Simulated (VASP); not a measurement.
# MgGeSe2 (P4/mmm) in VASP: notebook

Runs on MgGeSe2. Level: PBE. Tasks: relaxation of cell and atoms, single point.

All numbers are computed with VASP 6.6.1; they aren't measurements. Logs are shortened: lines on timing, memory, paths and dates and some standing lists are left out, and cuts for length are marked.

### 1 The cell of the first run

It takes space group P4/mmm (No. 123, tetragonal). The conventional cell has a = 5.293 Å, b = 5.293 Å, c = 3.109 Å, α = 90.00°, β = 90.00°, γ = 90.00°. Within 4.0 Å of Mg (site symmetry 4/mmm) lie 8 Se at 3.07 Å and 2 Mg at 3.11 Å. Within 3.5 Å of Ge (site symmetry 4/mmm) lie 4 Se at 2.65 Å and 2 Ge at 3.11 Å. Within 3.5 Å of Se (site symmetry mmm) lie 2 Ge at 2.65 Å and 4 Mg at 3.07 Å and 2 Se at 3.11 Å.

### 2 Relaxation of cell and atoms, PBE

INCAR

```
ALGO = Normal
EDIFF = 1E-6
EDIFFG = -0.01
ENCUT = 600
GGA = PE
IBRION = 2
ISIF = 3
ISMEAR = 0
LASPH = True
LCHARG = False
LREAL = False
LWAVE = False
NELM = 100
NSW = 100
PREC = Accurate
SIGMA = 0.1
```

KPOINTS

```
k-points
0
Gamma
  10 10 14
```

POSCAR

```
MgGeSe2
1.0
    5.2930333804      0.0000000000      0.0000000000
    0.0000000000      5.2930333804      0.0000000000
    0.0000000000      0.0000000000      3.1090568283
Mg Ge Se
1 1 2
Direct
    0.5000000000      0.5000000000      0.5000000000
    0.0000000000      0.0000000000      0.0000000000
    0.5000000000      0.0000000000      0.0000000000
    0.0000000000      0.5000000000      0.0000000000
```

Potentials or basis: VASP PAW PBE potentials, release 64 (Mg, Ge_d, Se).

The run is started by

```console
$ cat potpaw_PBE.64/Mg/POTCAR potpaw_PBE.64/Ge_d/POTCAR potpaw_PBE.64/Se/POTCAR > POTCAR
$ mpirun -np 1 vasp_std > vasp.out
```

OUTCAR:

```text
EDIFF = 1E-6
   EDIFFG = -0.01
   ENCUT = 600
   GGA = PE
   IBRION = 2
   ISIF = 3
   ISMEAR = 0
   LASPH = True
   LREAL = False
   NELM = 100
   NSW = 100
   PREC = Accurate

 ion  position               nearest neighbor table
   1  0.500  0.500  0.500-   3 3.07   4 3.07   3 3.07   4 3.07   3 3.07   3 3.07   4 3.07   4 3.07

   2  0.000  0.000  0.000-   3 2.65   4 2.65   4 2.65   3 2.65
   3  0.500  0.000  0.000-   2 2.65   2 2.65   1 3.07   1 3.07   1 3.07   1 3.07
   4  0.000  0.500  0.000-   2 2.65   2 2.65   1 3.07   1 3.07   1 3.07   1 3.07

  LATTYP: Found a simple tetragonal cell.
 ALAT       =     5.2930333804
 C/A-ratio  =     0.5873865900

  Lattice vectors:

 A1 = (   5.2930333804,   0.0000000000,   0.0000000000)
 A2 = (   0.0000000000,   5.2930333804,   0.0000000000)
 A3 = (   0.0000000000,   0.0000000000,   3.1090568283)

Analysis of symmetry for initial positions (statically):
=====================================================================
 Subroutine PRICEL returns:
 Original cell was already a primitive cell.

 Routine SETGRP: Setting up the symmetry group for a
 simple tetragonal supercell.

 Subroutine GETGRP returns: Found 16 space group operations
 (whereof 16 operations were pure point group operations)
 out of a pool of 16 trial point group operations.

The static configuration has the point symmetry D_4h.

Analysis of symmetry for dynamics (positions and initial velocities):
=====================================================================
 Subroutine PRICEL returns:
 Original cell was already a primitive cell.

 Routine SETGRP: Setting up the symmetry group for a
 simple tetragonal supercell.

 Subroutine GETGRP returns: Found 16 space group operations
 (whereof 16 operations were pure point group operations)
 out of a pool of 16 trial point group operations.

The dynamic configuration has the point symmetry D_4h.

 Subroutine INISYM returns: Found 16 space group operations
 (whereof 16 operations are pure point group operations),
 and found     1 'primitive' translations

----------------------------------------------------------------------------------------

                                     Primitive cell

  volume of cell :      87.1040

  direct lattice vectors                    reciprocal lattice vectors
     5.293033380  0.000000000  0.000000000     0.188927582  0.000000000  0.000000000
     0.000000000  5.293033380  0.000000000     0.000000000  0.188927582  0.000000000
     0.000000000  0.000000000  3.109056828     0.000000000  0.000000000  0.321640953

  length of vectors
     5.293033380  5.293033380  3.109056828     0.188927582  0.188927582  0.321640953

  position of ions in fractional coordinates (direct lattice)
     0.500000000  0.500000000  0.500000000
     0.000000000  0.000000000  0.000000000
     0.500000000  0.000000000  0.000000000
     0.000000000  0.500000000  0.000000000

  ion indices of the primitive-cell ions
   primitive index   ion index
                 1           1
                 2           2
                 3           3
                 4           4

----------------------------------------------------------------------------------------

 KPOINTS: k-points

Automatic generation of k-mesh.
 Grid dimensions read from file:
 generate k-points for:   10   10   14

 Generating k-lattice:

  Cartesian coordinates                     Fractional coordinates (reciprocal lattice)
     0.018892758  0.000000000  0.000000000     0.100000000  0.000000000  0.000000000
     0.000000000  0.018892758  0.000000000     0.000000000  0.100000000  0.000000000
     0.000000000  0.000000000  0.022974354     0.000000000  0.000000000  0.071428571

  Length of vectors
     0.018892758  0.018892758  0.022974354

  Shift w.r.t. Gamma in fractional coordinates (k-lattice)
     0.000000000  0.000000000  0.000000000

 Subroutine IBZKPT returns following result:
 ===========================================

 Found    168 irreducible k-points:

 Following reciprocal coordinates:
            Coordinates               Weight
  0.000000  0.000000  0.000000      1.000000
  0.100000  0.000000  0.000000      4.000000
  0.200000  0.000000  0.000000      4.000000
  0.300000  0.000000  0.000000      4.000000
  0.400000  0.000000  0.000000      4.000000
  0.500000  0.000000  0.000000      2.000000
[... 16 lines left out ...]
  0.100000  0.000000  0.071429      8.000000
  0.200000  0.000000  0.071429      8.000000
 [... further k-points ...]
   k-points           NKPTS =    168   k-points in BZ     NKDIM =    168   number of bands    NBANDS=     18
   number of dos      NEDOS =    301   number of ions     NIONS =      4
   total plane-waves  NPLWV =  49392
   dimension x,y,z NGX =    42 NGY =   42 NGZ =   28
   dimension x,y,z NGXF=    84 NGYF=   84 NGZF=   56
   ions per type =               1   1   2
   NGX,Y,Z   is equivalent  to a cutoff of  13.19, 13.19, 14.97 a.u.
   NGXF,Y,Z  is equivalent  to a cutoff of  26.38, 26.38, 29.94 a.u.
 SYSTEM =  unknown system
   PREC   = accura    normal or accurate (medium, high low for compatibility)
   ISTART =      0    job   : 0-new  1-cont  2-samecut
   ICHARG =      2    charge: 1-file 2-atom 10-const
   ISPIN  =      1    spin polarized calculation?
   LNONCOLLINEAR =      F non collinear calculations
   LSORBIT =      F    spin-orbit coupling
   LASPH  =      T    aspherical Exc in radial PAW
   ENCUT  =  600.0 eV  44.10 Ry    6.64 a.u.  10.57 10.57  6.21*2*pi/ulx,y,z
   NELM   =    100;   NELMIN=  2; NELMDL= -5     # of ELM steps
   EDIFF  = 0.1E-05   stopping-criterion for ELM
   LREAL  =      F    real-space projection
   EDIFFG = -.1E-01   stopping-criterion for IOM
   NSW    =    100    number of steps for IOM
   IBRION =      2    ionic relax: 0-MD 1-quasi-New 2-CG
   NFREE  =      1    steps in history (QN), initial steepest desc. (CG)
   ISIF   =      3    stress and relaxation
   ISYM   =      2    0-nonsym 1-usesym 2-fastsym
   POTIM  = 0.5000    time-step for ionic-motion
   TEBEG  =    0.0;   TEEND  =   0.0 temperature during run
   PSTRESS=    0.0 pullay stress
   NELECT =      28.0000    total number of electrons
   NUPDOWN=      -1.0000    fix difference up-down
   EMIN   =  10.00;   EMAX   =-10.00  energy-range for DOS
   EFERMI =   0.00;   METHOD = LEGACY
   ISMEAR =     0;   SIGMA  =   0.10  broadening in eV -4-tet -1-fermi 0-gaus
   EFERMI_NEDOS =   21; number of points for ismear=-14 and -15
   IALGO  =     38    algorithm
   IMIX   =      4    mixing-type and parameters
     AMIX     =   0.40;   BMIX     =  1.00
     AMIX_MAG =   1.60;   BMIX_MAG =  1.00
  volume/ion in A,a.u.               =      21.78       146.95
  Fermi-wavevector in a.u.,A,eV,Ry     =   1.121454  2.119241 17.111496  1.257659
  Thomas-Fermi vector in A             =   2.258108
   LORBIT       =      0    0 simple, 1 ext, 2 COOP (PROOUT), +10 PAW based schemes
   GGA     = PE    functional components
   LHFCALC =     F    Hartree Fock is set to
   AEXX    =    0.0000 exact exchange contribution
   IVDW    =     0    specifies the selected vdW correction
   LEPSILON=     F    determine dielectric tensor
   LRPA    =     F    only Hartree local field effects (RPA)
 conjugate gradient relaxation of ions
 non-spin polarized calculation
 Gauss-broadening in eV      SIGMA  =   0.10
  energy-cutoff  :      600.00
  volume of cell :       87.10
 maximum number of plane-waves:      2934
   NGX = 21   NGY = 21   NGZ = 13

--------------------------------------- Ionic step        1  -------------------------------------------

 number of electron      27.9999981 magnetization

 Free energy of the ion-electron system (eV)
  ---------------------------------------------------
  ext. energy  EPLUGINS =         0.00000000
  ---------------------------------------------------
  free energy    TOTEN  =       -14.05448976 eV

  energy without entropy =      -14.04842355  energy(sigma->0) =      -14.05145665

------------------------ aborting loop because EDIFF is reached ----------------------------------------

  FORCE on cell =-STRESS in cart. coord.  units (eV):
  Direction    XX          YY          ZZ          XY          YZ          ZX
  --------------------------------------------------------------------------------------
  -------------------------------------------------------------------------------------
  Total        0.0531939      0.0531939      0.1111554      0.0000000     -0.0000000      0.0000000
  in kB        0.9784410      0.9784410      2.0445764      0.0000000     -0.0000000      0.0000000
  external PRESSURE =       1.3338195 kB  Pullay stress =       0.0000000 kB
[... 137 lines left out ...]
  energy  without entropy=      -14.0486139488  energy(sigma->0) =      -14.05165976

--------------------------------------- Ionic step        5  -------------------------------------------

 number of electron      27.9999981 magnetization

 Free energy of the ion-electron system (eV)
  ---------------------------------------------------
  ext. energy  EPLUGINS =         0.00000000
  ---------------------------------------------------
  free energy    TOTEN  =       -14.05470582 eV

  energy without entropy =      -14.04861299  energy(sigma->0) =      -14.05165941

 E-fermi :   4.7445     XC(G=0):  -9.7599

 val. band max:        4.7387457434   @ k =   0.5000   0.5000   0.0000
 cond. band min:       4.7536867712   @ k =   0.2000   0.1000   0.0714
 fundamental gap:      0.0149410279
 Fermi energy:         4.7445388311

 k-point     1 :       0.0000    0.0000    0.0000
  band No.  band energies     occupation
      1     -20.0572      2.00000
      2     -20.0347      2.00000
      3     -19.9941      2.00000
      4     -19.9656      2.00000
      5     -19.9656      2.00000
      6      -9.9977      2.00000
[... 10 lines left out ...]
     17      10.5137      0.00000
     18      11.0125      0.00000
[... 466 lines left out ...]
      2     -20.0346      2.00000
      3     -19.9910      2.00000
      4     -19.9666      2.00000
      5     -19.9666      2.00000
      6      -9.8222      2.00000
[... 10 lines left out ...]
     17       9.2334      0.00000
     18      10.0373      0.00000

 [... further k-points ...]
[... 5 lines left out ...]
  --------------------------------------------------------------------------------------
  -------------------------------------------------------------------------------------
  Total       -0.0384599     -0.0384599      0.0276701      0.0000000     -0.0000000      0.0000000
  in kB       -0.7046262     -0.7046262      0.5069461      0.0000000     -0.0000000      0.0000000
  external PRESSURE =      -0.3007688 kB  Pullay stress =       0.0000000 kB
[... 19 lines left out ...]
  FREE ENERGIE OF THE ION-ELECTRON SYSTEM (eV)
  ---------------------------------------------------
  free  energy   TOTEN  =       -14.0547058242 eV

  energy  without entropy=      -14.0486129931  energy(sigma->0) =      -14.05165941

 reached required accuracy - stopping structural energy minimisation
```

Wall time 9.9 min (1 thread of Intel Xeon Platinum 8259CL at 2.50GHz (Skylake/Cascade Lake), shared host); peak memory 0.52 GiB.

Results:

```
Free energy                            : -14.0547 eV
Relaxed volume                         : 21.86 Å³/atom
Relaxed cell                           : a = 5.298 Å, b = 5.298 Å, c = 3.115 Å, α = 90.00°, β = 90.00°, γ = 90.00°
Space group after relaxing (to 0.05 Å) : P4/mmm (No. 123)
Energy gained by relaxing              : 0.1 meV/atom
Ionic steps                            : 5
Pressure after relaxing                : 0.0 GPa
Band gap on the k mesh                 : zero (band 14 reaches 5.62 eV, above the bottom of band 15 at 3.27 eV)
```

Stress tensor (GPa, compression positive):
```
-0.07  0.00  0.00
 0.00 -0.07  0.00
 0.00  0.00  0.05
```

The path:
```
step  energy change (eV)  largest force (eV/Å)  pressure (GPa)  volume (Å³)
   1              0.0000                0.0000            0.13        87.10
   2             -0.0002                0.0000            0.08        87.33
   3             -0.0002                0.0000           -0.09        87.50
   4             -0.0002                0.0000            0.00        87.43
   5             -0.0002                0.0000           -0.03        87.45
```

Final structure:
```
Mg Ge Se
1.0
     5.29817    0.00000    0.00000
     0.00000    5.29817    0.00000
     0.00000    0.00000    3.11536
Mg Ge Se
1 1 2
Direct
  0.50000 0.50000 0.50000
  0.00000 0.00000 0.00000
  0.50000 0.00000 0.00000
  0.00000 0.50000 0.00000
```

### 3 Single point, PBE

INCAR

```
ALGO     = Normal         # electronic algorithm
EDIFF    = 1E-6           # SCF threshold, eV
ENCUT    = 520            # plane-wave cutoff, eV
GGA      = PE             # functional
ISIF     = 2              # what is computed and relaxed
ISMEAR   = 0              # smearing method
LASPH    = T              # aspherical terms in the spheres
LCHARG   = F              # write CHGCAR
LREAL    = F              # projectors in reciprocal space
LWAVE    = F              # write WAVECAR
NBANDS   = 22             # bands
NELM     = 100            # most SCF steps
PREC     = Accurate       # precision mode
SIGMA    = 0.1            # smearing width, eV
```

KPOINTS

```
k-points
0
Gamma
  4 4 6
```

POSCAR is that of step 2.

Potentials or basis: VASP PAW PBE potentials, release 64 (Mg, Ge_d, Se).

The run is started by

```console
$ cat potpaw_PBE.64/Mg/POTCAR potpaw_PBE.64/Ge_d/POTCAR potpaw_PBE.64/Se/POTCAR > POTCAR
$ mpirun -np 1 vasp_std > vasp.out
```

Run time: 20 s. Hardware: 1 thread of Intel Xeon 6975P-C (Granite Rapids), shared host; peak memory 0.21 GiB.

The run converged. Its results:

```
Free energy            : -14.0163 eV
Pressure               : 0.0 GPa
Band gap on the k mesh : zero (band 14 reaches 5.50 eV, above the bottom of band 15 at 3.41 eV)
```

Stress tensor (GPa, compression positive):
```
-0.07  0.00  0.00
 0.00 -0.07  0.00
 0.00  0.00  0.06
```

Levels at points of the mesh, in eV from the Fermi level:
```tsv
k point	band 11	band 12	band 13	band 14	band 15	band 16	band 17	band 18
(0.00, 0.00, 0.00)	-3.27	-3.27	-1.91	0.01	1.00	3.02	5.62	6.08
(0.50, 0.00, 0.00)	-4.43	-1.35	0.01	0.46	0.62	2.33	3.97	5.45
(0.50, 0.50, 0.00)	-2.16	-0.20	0.22	0.22	0.65	0.65	3.10	3.10
(0.00, 0.00, 0.50)	-4.84	-4.49	-1.95	-1.95	-0.98	0.89	1.91	1.91
(0.50, 0.00, 0.50)	-4.42	-3.37	-2.81	-1.65	0.08	1.33	1.79	2.82
(0.50, 0.50, 0.50)	-4.73	-2.96	-1.46	-0.93	-0.41	1.49	1.86	1.86
```

(Continued in part 2 of 2.)
